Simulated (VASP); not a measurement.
Set up this calculation in VASP 6.6.1, as the native input.

| Item | Value |
| --- | --- |
| Task | single point |
| Functional | r2SCAN |
| Potentials or basis | VASP PAW PBE potentials, release 64 (Cu, Cl) |
| Cutoff | 520 eV |
| k mesh | 7 × 7 × 7 |
| Occupations | methfessel-paxton, width 0.15 eV |
| Spin | no spin polarisation |
| Dipole correction | no |
| Further INCAR settings | ALGO = Normal; EDIFF = 1e-06; NBANDS = 20 |

Crystal: CuCl2.

```
Cu Cl
1.0
     4.60931    0.00000    0.00000
     0.00000    4.60931    0.00000
     0.00000    0.00000    4.40239
Cu Cl
1 2
Direct
  0.00000 0.00000 0.00000
  0.50000 0.00000 0.00000
  0.00000 0.50000 0.00000
```

One way to write it, as run:

POSCAR

```
CuCl2
1.0
    4.6093106665      0.0000000000      0.0000000000
    0.0000000000      4.6093106665      0.0000000000
    0.0000000000      0.0000000000      4.4023945187
Cu Cl
1 2
Direct
    0.0000000000      0.0000000000      0.0000000000
    0.5000000000      0.0000000000      0.0000000000
    0.0000000000      0.5000000000      0.0000000000
```

INCAR.step1

```
SYSTEM = CuCl2
PREC     = Accurate       ! precision mode
ENCUT    = 520            ! plane-wave cutoff, eV
ISMEAR   = 1              ! smearing method
SIGMA    = 0.15           ! smearing width, eV
LREAL    = .FALSE.        ! projectors in reciprocal space
LASPH    = .TRUE.         ! aspherical terms in the spheres
NELM     = 60             ! most SCF steps
NBANDS   = 20             ! bands
GGA      = PE             ! functional
ALGO     = Normal         ! electronic algorithm
EDIFF    = 1E-4           ! SCF threshold, eV
LWAVE    = .TRUE.         ! write WAVECAR
LCHARG   = .FALSE.        ! write CHGCAR
```

INCAR.step2

```
SYSTEM = CuCl2
PREC     = Accurate       ! precision mode
ENCUT    = 520            ! plane-wave cutoff, eV
EDIFF    = 1E-6           ! SCF threshold, eV
ISMEAR   = 1              ! smearing method
SIGMA    = 0.15           ! smearing width, eV
LREAL    = .FALSE.        ! projectors in reciprocal space
LASPH    = .TRUE.         ! aspherical terms in the spheres
NELM     = 60             ! most SCF steps
ALGO     = Normal         ! electronic algorithm
ISIF     = 2              ! what is computed and relaxed
LWAVE    = .FALSE.        ! write WAVECAR
LCHARG   = .FALSE.        ! write CHGCAR
METAGGA  = R2SCAN         ! meta-GGA
LMIXTAU  = .TRUE.       
NBANDS   = 20             ! bands
ISTART   = 1
```

KPOINTS

```
regular mesh
0
G
  7 7 7
  0 0 0
```

Potentials or basis: VASP PAW PBE potentials, release 64 (Cu, Cl).

Run with:

```bash
$ cat potpaw_PBE.64/Cu/POTCAR potpaw_PBE.64/Cl/POTCAR > POTCAR
$ cp INCAR.step1 INCAR
$ mpirun -np 1 vasp_std > vasp.out
$ cp INCAR.step2 INCAR
$ mpirun -np 1 vasp_std > vasp.out
```

It gave:

The pressure is -2.6 GPa and the band gap on the k mesh is zero (an odd number of electrons rules out a gap without spin polarisation).

Caveat: the PAW data sets were made with another functional, which shifts forces and pressure a little; an odd number of electrons without spin polarisation forces a metal; a magnetic or distorted state may lie lower.

It took 120 s on 1 thread of Intel(R) Xeon(R) 6975P-C (Granite Rapids), with other jobs on the host, peak memory 0.25 GiB.
